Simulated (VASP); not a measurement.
# CoSi (WC type) (P-6m2) in VASP: a series of runs

CoSi (WC type) is run at these levels: PBE; tasks: relaxation of shape and atoms at fixed volume.

Everything below comes from runs of VASP 6.6.1. Logs are shortened: lines on timing, memory, paths and dates and some standing lists are left out, and cuts for length are marked.

## 1. The cell of the first run

Symmetry: P-6m2, No. 187, hexagonal system. Conventional cell: a = 2.757 Å, b = 2.757 Å, c = 2.088 Å, α = 90.00°, β = 90.00°, γ = 120.00°. Within 2.5 Å of Co (site symmetry -6m2) lie 6 Si at 1.90 Å and 2 Co at 2.09 Å. Within 2.5 Å of Si (site symmetry -6m2) lie 6 Co at 1.90 Å and 2 Si at 2.09 Å.

## 2. Relaxation of shape and atoms at fixed volume, PBE

Contents of INCAR:

```
ALGO = Normal
EDIFF = 1E-7
EDIFFG = -0.005
ENCUT = 600
GGA = PE
GGA_COMPAT = F
IBRION = 2
ISIF = 4
ISMEAR = -1
LASPH = T
LCHARG = F
LREAL = F
LWAVE = F
NELM = 120
NELMIN = 4
NSW = 50
PREC = Accurate
SIGMA = 0.05
```

Contents of KPOINTS:

```
k-points
0
Gamma
  16 16 14
```

Contents of POSCAR:

```
CoSi
1.0
    2.7572191326      0.0000000000      0.0000000000
   -1.3786095663      2.3878218126      0.0000000000
    0.0000000000      0.0000000000      2.0875876904
Co Si
1 1
Direct
    0.0000000000      0.0000000000      0.0000000000
    0.3333333333      0.6666666667      0.5000000000
```

Potentials or basis: VASP PAW PBE potentials, release 64 (Co, Si).

Launch:

```bash
> cat potpaw_PBE.64/Co/POTCAR potpaw_PBE.64/Si/POTCAR > POTCAR
> mpirun -np 1 vasp_std > vasp.out
```

OUTCAR:

```text
EDIFF = 1E-7
   EDIFFG = -0.005
   ENCUT = 600
   GGA = PE
   IBRION = 2
   ISIF = 4
   ISMEAR = -1
   LASPH = T
   LREAL = F
   NELM = 120
   NELMIN = 4
   NSW = 50
   PREC = Accurate

 ion  position               nearest neighbor table
   1  0.000  0.000  0.000-   2 1.90   2 1.90   2 1.90   2 1.90   2 1.90   2 1.90
   2  0.333  0.667  0.500-   1 1.90   1 1.90   1 1.90   1 1.90   1 1.90   1 1.90

  LATTYP: Found a hexagonal cell.
 ALAT       =     2.7572191326
 C/A-ratio  =     0.7571352112

  Lattice vectors:

 A1 = (   2.7572191326,   0.0000000000,   0.0000000000)
 A2 = (  -1.3786095663,   2.3878218126,   0.0000000000)
 A3 = (   0.0000000000,   0.0000000000,   2.0875876904)

Analysis of symmetry for initial positions (statically):
=====================================================================
 Subroutine PRICEL returns:
 Original cell was already a primitive cell.

 Routine SETGRP: Setting up the symmetry group for a
 hexagonal supercell.

 Subroutine GETGRP returns: Found 12 space group operations
 (whereof 12 operations were pure point group operations)
 out of a pool of 24 trial point group operations.

The static configuration has the point symmetry D_3h.

Analysis of symmetry for dynamics (positions and initial velocities):
=====================================================================
 Subroutine PRICEL returns:
 Original cell was already a primitive cell.

 Routine SETGRP: Setting up the symmetry group for a
 hexagonal supercell.

 Subroutine GETGRP returns: Found 12 space group operations
 (whereof 12 operations were pure point group operations)
 out of a pool of 24 trial point group operations.

The dynamic configuration has the point symmetry D_3h.

 Subroutine INISYM returns: Found 12 space group operations
 (whereof 12 operations are pure point group operations),
 and found     1 'primitive' translations

----------------------------------------------------------------------------------------

                                     Primitive cell

  volume of cell :      13.7442

  direct lattice vectors                    reciprocal lattice vectors
     2.757219133  0.000000000  0.000000000     0.362684267  0.209395859  0.000000000
    -1.378609566  2.387821813  0.000000000     0.000000000  0.418791718  0.000000000
     0.000000000  0.000000000  2.087587690     0.000000000  0.000000000  0.479021794

  length of vectors
     2.757219133  2.757219133  2.087587690     0.418791718  0.418791718  0.479021794

  position of ions in fractional coordinates (direct lattice)
     0.000000000  0.000000000  0.000000000
     0.333333333  0.666666667  0.500000000

  ion indices of the primitive-cell ions
   primitive index   ion index
                 1           1
                 2           2

----------------------------------------------------------------------------------------

 KPOINTS: k-points

Automatic generation of k-mesh.
 Grid dimensions read from file:
 generate k-points for:   16   16   14

 Generating k-lattice:

  Cartesian coordinates                     Fractional coordinates (reciprocal lattice)
     0.022667767  0.013087241  0.000000000     0.062500000  0.000000000  0.000000000
     0.000000000  0.026174482  0.000000000     0.000000000  0.062500000  0.000000000
     0.000000000  0.000000000  0.034215842     0.000000000  0.000000000  0.071428571

  Length of vectors
     0.026174482  0.026174482  0.034215842

  Shift w.r.t. Gamma in fractional coordinates (k-lattice)
     0.000000000  0.000000000  0.000000000

 Subroutine IBZKPT returns following result:
 ===========================================

 Found    240 irreducible k-points:

 Following reciprocal coordinates:
            Coordinates               Weight
  0.000000  0.000000  0.000000      1.000000
  0.062500  0.000000  0.000000      6.000000
  0.125000  0.000000  0.000000      6.000000
  0.187500  0.000000  0.000000      6.000000
  0.250000  0.000000  0.000000      6.000000
  0.312500  0.000000  0.000000      6.000000
[... 16 lines left out ...]
  0.187500  0.187500  0.000000      6.000000
  0.250000  0.187500  0.000000     12.000000
 [... further k-points ...]
   k-points           NKPTS =    240   k-points in BZ     NKDIM =    240   number of bands    NBANDS=     10
   number of dos      NEDOS =    301   number of ions     NIONS =      2
   total plane-waves  NPLWV =  10368
   dimension x,y,z NGX =    24 NGY =   24 NGZ =   18
   dimension x,y,z NGXF=    48 NGYF=   48 NGZF=   36
   ions per type =               1   1
   NGX,Y,Z   is equivalent  to a cutoff of  14.47, 14.47, 14.33 a.u.
   NGXF,Y,Z  is equivalent  to a cutoff of  28.94, 28.94, 28.67 a.u.
 SYSTEM =  unknown system
   PREC   = accura    normal or accurate (medium, high low for compatibility)
   ISTART =      0    job   : 0-new  1-cont  2-samecut
   ICHARG =      2    charge: 1-file 2-atom 10-const
   ISPIN  =      1    spin polarized calculation?
   LNONCOLLINEAR =      F non collinear calculations
   LSORBIT =      F    spin-orbit coupling
   LASPH  =      T    aspherical Exc in radial PAW
   ENCUT  =  600.0 eV  44.10 Ry    6.64 a.u.   5.51  5.51  4.17*2*pi/ulx,y,z
   NELM   =    120;   NELMIN=  4; NELMDL= -5     # of ELM steps
   EDIFF  = 0.1E-06   stopping-criterion for ELM
   LREAL  =      F    real-space projection
   EDIFFG = -.5E-02   stopping-criterion for IOM
   NSW    =     50    number of steps for IOM
   IBRION =      2    ionic relax: 0-MD 1-quasi-New 2-CG
   NFREE  =      1    steps in history (QN), initial steepest desc. (CG)
   ISIF   =      4    stress and relaxation
   ISYM   =      2    0-nonsym 1-usesym 2-fastsym
   POTIM  = 0.5000    time-step for ionic-motion
   TEBEG  =    0.0;   TEEND  =   0.0 temperature during run
   PSTRESS=    0.0 pullay stress
   NELECT =      13.0000    total number of electrons
   NUPDOWN=      -1.0000    fix difference up-down
   EMIN   =  10.00;   EMAX   =-10.00  energy-range for DOS
   EFERMI =   0.00;   METHOD = LEGACY
   ISMEAR =    -1;   SIGMA  =   0.05  broadening in eV -4-tet -1-fermi 0-gaus
   EFERMI_NEDOS =   21; number of points for ismear=-14 and -15
   IALGO  =     38    algorithm
   IMIX   =      4    mixing-type and parameters
     AMIX     =   0.40;   BMIX     =  1.00
     AMIX_MAG =   1.60;   BMIX_MAG =  1.00
  volume/ion in A,a.u.               =       6.87        46.38
  Fermi-wavevector in a.u.,A,eV,Ry     =   1.607003  3.036795 35.136475  2.582458
  Thomas-Fermi vector in A             =   2.703101
   LORBIT       =      0    0 simple, 1 ext, 2 COOP (PROOUT), +10 PAW based schemes
   GGA     = PE    functional components
   LHFCALC =     F    Hartree Fock is set to
   AEXX    =    0.0000 exact exchange contribution
   IVDW    =     0    specifies the selected vdW correction
   LEPSILON=     F    determine dielectric tensor
   LRPA    =     F    only Hartree local field effects (RPA)
 conjugate gradient relaxation of ions
 non-spin polarized calculation
  energy-cutoff  :      600.00
  volume of cell :       13.74
 maximum number of plane-waves:       476
 NGX is ok and might be reduce to    24
   NGX = 11   NGY = 11   NGZ =  9

--------------------------------------- Ionic step        1  -------------------------------------------

 number of electron      12.9999999 magnetization

 Free energy of the ion-electron system (eV)
  ---------------------------------------------------
  ext. energy  EPLUGINS =         0.00000000
  ---------------------------------------------------
  free energy    TOTEN  =        -5.00619517 eV

  energy without entropy =       -5.00156872  energy(sigma->0) =       -5.00388194

------------------------ aborting loop because EDIFF is reached ----------------------------------------

  FORCE on cell =-STRESS in cart. coord.  units (eV):
  Direction    XX          YY          ZZ          XY          YZ          ZX
  --------------------------------------------------------------------------------------
  -------------------------------------------------------------------------------------
  Total       30.2035247     30.2035247     42.0239306      0.0000000     -0.0000000     -0.0000000
  in kB     3520.8723841   3520.8723840   4898.7956895      0.0000000     -0.0000000     -0.0000000
  external PRESSURE =    3980.1801525 kB  Pullay stress =       0.0000000 kB
[... 89 lines left out ...]
  FREE ENERGIE OF THE ION-ELECTRON SYSTEM (eV)
  ---------------------------------------------------
  free  energy   TOTEN  =        -5.7336180201 eV

  energy  without entropy=       -5.7240841965  energy(sigma->0) =       -5.72885111

[... ionic steps 4 to 7 ...]

--------------------------------------- Ionic step        8  -------------------------------------------

 number of electron      12.9999986 magnetization

------------------------ aborting loop because EDIFF is reached ----------------------------------------

  FORCE on cell =-STRESS in cart. coord.  units (eV):
  Direction    XX          YY          ZZ          XY          YZ          ZX
  --------------------------------------------------------------------------------------
  -------------------------------------------------------------------------------------
  Total       24.9506125     24.9506124     24.1663456      0.0000000      0.0000000      0.0000000
  in kB     2908.5321384   2908.5321379   2817.1089148      0.0000000      0.0000000      0.0000000
  external PRESSURE =    2878.0577304 kB  Pullay stress =       0.0000000 kB
[... 57 lines left out ...]
  energy  without entropy=       -8.1124468259  energy(sigma->0) =       -8.11828934

--------------------------------------- Ionic step       10  -------------------------------------------

 number of electron      12.9999983 magnetization

 Free energy of the ion-electron system (eV)
  ---------------------------------------------------
  ext. energy  EPLUGINS =         0.00000000
  ---------------------------------------------------
  free energy    TOTEN  =        -8.12852096 eV

  energy without entropy =       -8.11682959  energy(sigma->0) =       -8.12267527

 E-fermi :  21.2853     XC(G=0): -15.3856

 val. band max:       21.2826062340   @ k =   0.4375   0.0625   0.0000
 cond. band min:      21.2853870277   @ k =   0.3750   0.0625   0.5000
 fundamental gap:      0.0027807937
 Fermi energy:        21.2853430254

 k-point     1 :       0.0000    0.0000    0.0000
  band No.  band energies     occupation
      1       2.2798      2.00000
      2      13.4115      2.00000
      3      15.8818      2.00000
      4      17.8270      2.00000
      5      17.8270      2.00000
      6      19.4640      2.00000
      7      19.4640      2.00000
      8      25.3593      0.00000
      9      35.5333      0.00000
     10      35.5333      0.00000
[... 287 lines left out ...]
 k-point    24 :       0.2500    0.1875    0.0000
  band No.  band energies     occupation
      1       7.5735      2.00000
      2      14.2519      2.00000
      3      14.8025      2.00000
      4      15.3755      2.00000
      5      17.6663      2.00000
      6      20.2289      2.00000
      7      23.3162      0.00000
      8      24.8914      0.00000
      9      24.9923      0.00000
     10      29.5078      0.00000

 [... further k-points ...]
[... 5 lines left out ...]
  --------------------------------------------------------------------------------------
  -------------------------------------------------------------------------------------
  Total       24.7810646     24.7810646     24.7801437      0.0000000     -0.0000000     -0.0000000
  in kB     2888.7676836   2888.7676829   2888.6603286      0.0000000     -0.0000000     -0.0000000
  external PRESSURE =    2888.7318984 kB  Pullay stress =       0.0000000 kB
[... 17 lines left out ...]
  FREE ENERGIE OF THE ION-ELECTRON SYSTEM (eV)
  ---------------------------------------------------
  free  energy   TOTEN  =        -8.1285209604 eV

  energy  without entropy=       -8.1168295894  energy(sigma->0) =       -8.12267527

 reached required accuracy - stopping structural energy minimisation
```

It took 1.9 min on 1 thread of Intel Xeon Platinum 8488C (Sapphire Rapids), shared host; peak memory 0.18 GiB.

What came out:

```
Free energy               : -8.1285 eV
Energy gained by relaxing : 1561.2 meV/atom
Ionic steps               : 10
Pressure after relaxing   : 288.9 GPa
Band gap on the k mesh    : zero (an odd number of electrons rules out a gap without spin polarisation)
```

The path:
```
step  energy change (eV)  largest force (eV/Å)  pressure (GPa)  volume (Å³)
   1              0.0000                0.0000          398.02        13.74
   2             -1.1082                0.0000          350.93        13.74
   3             -0.7274                0.0000          303.61        13.74
   4             -2.2665                0.0000          320.55        13.74
   5             -3.0809                0.0000          285.24        13.74
   6             -3.1178                0.0000          290.38        13.74
   7             -3.1223                0.0000          289.04        13.74
   8             -3.1196                0.0000          287.81        13.74
   9             -3.1179                0.0000          290.37        13.74
  10             -3.1223                0.0000          288.87        13.74
```

Final structure:
```cif
data_structure
_symmetry_space_group_name_H-M 'P 1'
_symmetry_Int_Tables_number 1
_cell_length_a 2.2254
_cell_length_b 2.2254
_cell_length_c 3.2045
_cell_angle_alpha 90.000
_cell_angle_beta 90.000
_cell_angle_gamma 120.000
_cell_volume 13.74
loop_
_atom_site_label
_atom_site_type_symbol
_atom_site_fract_x
_atom_site_fract_y
_atom_site_fract_z
_atom_site_occupancy
Co1 Co 0.00000 0.00000 0.00000 1
Si1 Si 0.33333 0.66667 0.50000 1
```

Caveat: a cell axis changed by over 15 % at a fixed basis, so the end point is rough; the run has no spin polarisation, though such a crystal can be magnetic. Spin polarisation is off, so any magnetic state and its effect on volume and gap are missing.

## 3. Relaxation of shape and atoms at fixed volume, PBE

This run uses another cell than the first one, of 8.00 Å³/atom.

Contents of INCAR:

```
SYSTEM = CoSi
PREC = Accurate
ENCUT = 600
EDIFF = 1E-7
ISMEAR = -1
SIGMA = 0.05
LREAL = .False.
LASPH = .True.
NELM = 120
ALGO = Normal
ISIF = 4
LWAVE = .False.
LCHARG = .False.
GGA = PE
IBRION = 2
NSW = 50
EDIFFG = -0.005
GGA_COMPAT = .False.
NELMIN = 4
```

Contents of KPOINTS:

```
Automatic mesh
0
Gamma
  16 16 14
  0 0 0
```

Contents of POSCAR:

```
CoSi
1.0
    2.9000826711      0.0000000000      0.0000000000
   -1.4500413355      2.5115452662      0.0000000000
    0.0000000000      0.0000000000      2.1957547057
Co Si
1 1
Direct
    0.0000000000      0.0000000000      0.0000000000
    0.3333333333      0.6666666667      0.5000000000
```

Potentials or basis: VASP PAW PBE potentials, release 64 (Co, Si).

Launch:

```bash
> cat potpaw_PBE.64/Co/POTCAR potpaw_PBE.64/Si/POTCAR > POTCAR
> mpirun -np 1 vasp_std > vasp.out
```

OUTCAR:

```text
SYSTEM = CoSi
   PREC = Accurate
   ENCUT = 600
   EDIFF = 1E-7
   ISMEAR = -1
   LREAL = .False.
   LASPH = .True.
   NELM = 120
   ISIF = 4
   GGA = PE
   IBRION = 2
   NSW = 50
   EDIFFG = -0.005
   NELMIN = 4

 ion  position               nearest neighbor table
   1  0.000  0.000  0.000-   2 2.00   2 2.00   2 2.00   2 2.00   2 2.00   2 2.00
   2  0.333  0.667  0.500-   1 2.00   1 2.00   1 2.00   1 2.00   1 2.00   1 2.00

  LATTYP: Found a hexagonal cell.
 ALAT       =     2.9000826711
 C/A-ratio  =     0.7571352112

  Lattice vectors:

 A1 = (   2.9000826711,   0.0000000000,   0.0000000000)
 A2 = (  -1.4500413355,   2.5115452662,   0.0000000000)
 A3 = (   0.0000000000,   0.0000000000,   2.1957547057)

Analysis of symmetry for initial positions (statically):
=====================================================================
 Subroutine PRICEL returns:
 Original cell was already a primitive cell.

 Routine SETGRP: Setting up the symmetry group for a
 hexagonal supercell.

 Subroutine GETGRP returns: Found 12 space group operations
 (whereof 12 operations were pure point group operations)
 out of a pool of 24 trial point group operations.

The static configuration has the point symmetry D_3h.

[... 267 lines left out ...]
[... ionic steps 4 to 7 ...]

--------------------------------------- Ionic step        8  -------------------------------------------

 number of electron      13.0000016 magnetization

------------------------ aborting loop because EDIFF is reached ----------------------------------------
[... 67 lines left out ...]
--------------------------------------- Ionic step       10  -------------------------------------------

 number of electron      13.0000013 magnetization

 Free energy of the ion-electron system (eV)
  ---------------------------------------------------
  ext. energy  EPLUGINS =         0.00000000
  ---------------------------------------------------
  free energy    TOTEN  =       -11.05835549 eV

  energy without entropy =      -11.04617474  energy(sigma->0) =      -11.05226512

 E-fermi :  17.9603     XC(G=0): -14.5084

 val. band max:       17.9581364730   @ k =   0.3125   0.1875   0.2857
 cond. band min:      17.9682736886   @ k =   0.3750   0.2500   0.2857
 fundamental gap:      0.0101372155
 Fermi energy:        17.9603216047

 k-point     1 :       0.0000    0.0000    0.0000
  band No.  band energies     occupation
      1       0.6662      2.00000
      2      11.4347      2.00000
      3      13.4628      2.00000
      4      15.1649      2.00000
      5      15.1649      2.00000
      6      16.3444      2.00000
      7      16.3444      2.00000
      8      22.0155      0.00000
      9      31.0658      0.00000
     10      31.0658      0.00000
[... 287 lines left out ...]
 k-point    24 :       0.2500    0.1875    0.0000
  band No.  band energies     occupation
      1       5.4454      2.00000
      2      12.1801      2.00000
      3      12.3625      2.00000
      4      12.9686      2.00000
      5      14.9751      2.00000
      6      17.0674      2.00000
      7      19.6732      0.00000
      8      20.9491      0.00000
      9      21.4175      0.00000
     10      25.1456      0.00000

 [... further k-points ...]
[... 5 lines left out ...]
  --------------------------------------------------------------------------------------
  -------------------------------------------------------------------------------------
  Total       14.3415770     14.3415770     14.3424059      0.0000000      0.0000000     -0.0000000
  in kB     1436.7204760   1436.7204755   1436.8035176      0.0000002      0.0000000     -0.0000000
  external PRESSURE =    1436.7481564 kB  Pullay stress =       0.0000000 kB
[... 17 lines left out ...]
  FREE ENERGIE OF THE ION-ELECTRON SYSTEM (eV)
  ---------------------------------------------------
  free  energy   TOTEN  =       -11.0583554940 eV

  energy  without entropy=      -11.0461747410  energy(sigma->0) =      -11.05226512

 reached required accuracy - stopping structural energy minimisation
```

Wall time 2.2 min (1 thread of Intel Xeon Platinum 8488C (Sapphire Rapids), shared host); peak memory 0.18 GiB.

What came out:

```yaml
Free_energy: -11.0584 eV
Pressure_after_relaxing: 143.7 GPa
Band_gap_on_the_k_mesh: zero (an odd number of electrons rules out a gap without spin polarisation)
```

Final structure:
```cif
data_structure
_symmetry_space_group_name_H-M 'P 1'
_symmetry_Int_Tables_number 1
_cell_length_a 2.3663
_cell_length_b 2.3663
_cell_length_c 3.2982
_cell_angle_alpha 90.000
_cell_angle_beta 90.000
_cell_angle_gamma 120.000
_cell_volume 15.99
loop_
_atom_site_label
_atom_site_type_symbol
_atom_site_fract_x
_atom_site_fract_y
_atom_site_fract_z
_atom_site_occupancy
Co1 Co 0.00000 0.00000 0.00000 1
Si1 Si 0.33333 0.66667 0.50000 1
```

Caveat: a cell axis changed by over 15 % at a fixed basis, so the end point is rough; the run has no spin polarisation, though such a crystal can be magnetic.
